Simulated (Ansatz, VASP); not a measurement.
# SnO2: VASP beside Ansatz

File INCAR:

```
SYSTEM = SnO2
PREC     = Accurate       ! precision mode
ENCUT    = 520            ! plane-wave cutoff, eV
EDIFF    = 1E-7           ! SCF threshold, eV
ISMEAR   = 0              ! smearing method
SIGMA    = 0.05           ! smearing width, eV
LREAL    = .False.        ! projectors in reciprocal space
LASPH    = .True.         ! aspherical terms in the spheres
NELM     = 100            ! most SCF steps
ALGO     = Normal         ! electronic algorithm
ISIF     = 2              ! what is computed and relaxed
LWAVE    = .False.        ! write WAVECAR
LCHARG   = .False.        ! write CHGCAR
NBANDS   = 35             ! bands
```

File KPOINTS:

```
Automatic mesh
0
Gamma
  6 6 8
  0 0 0
```

The input POSCAR:

```
SnO2
1.0
    4.5508719057      0.0000000000      0.0000000000
    0.0000000000      4.5514309592      0.0000000000
    0.0000000000      0.0000000000      3.0745939119
Sn O
2 4
Direct
    0.5000000000      0.5000000000      0.5000000000
    0.0000000000      0.0000000000      0.0000000000
    0.3059833077      0.3191552360      0.0000000000
    0.8059833077      0.1808447640      0.5000000000
    0.1940166923      0.8191552360      0.5000000000
    0.6940166923      0.6808447640      0.0000000000
```

Input for Ansatz:

```yaml
crystal:
  lattice:
    - [4.5508719057, 0.0, 0.0]
    - [0.0, 4.5514309592, 0.0]
    - [0.0, 0.0, 3.0745939119]
  atoms:
    - { symbol: Sn, position: [0.5, 0.5, 0.5] }
    - { symbol: Sn, position: [0.0, 0.0, 0.0] }
    - { symbol: O, position: [0.3059833077, 0.319155236, 0.0] }
    - { symbol: O, position: [0.8059833077, 0.180844764, 0.5] }
    - { symbol: O, position: [0.1940166923, 0.819155236, 0.5] }
    - { symbol: O, position: [0.6940166923, 0.680844764, 0.0] }
basis:
  ecutwfc: 520.0
kpoints:
  mp_grid: { grid: [6, 6, 8] }
hamiltonian:
  xc: lda
scf:
  occupations: { method: gaussian, width: 0.05 }
output:
  forces: true
  stress: true
  eigenvalues: true
```

Alike in both runs: task single point; functional LDA; k mesh 6 × 6 × 8; occupations gaussian, width 0.05 eV; no spin polarisation.

|  | VASP | Ansatz |
| --- | --- | --- |
| version | VASP 6.6.1 | Ansatz 0.2.0 |
| potentials or method | VASP PAW LDA potentials, release 64 (Sn_d, O), cutoff 520 eV | scalar-relativistic, plane waves, PAW |
| valence electrons in the cell | 52 | 52 |

|  | VASP | Ansatz | Ansatz less VASP |
| --- | --- | --- | --- |
| gap on the k mesh at the Fermi level (eV) | 2.71 | 2.68 | -0.037 |
| least direct gap on the mesh (eV) | 2.71 | 2.68 | -0.037 |
| rms of the force components (eV/Å) | 0.905 | 0.882 | -0.0235 |

LDA's correlation is that of Perdew and Zunger in VASP and of Perdew and Wang (1992) in Ansatz. Atom by atom the forces differ by 0.023 eV/Å (rms over components).
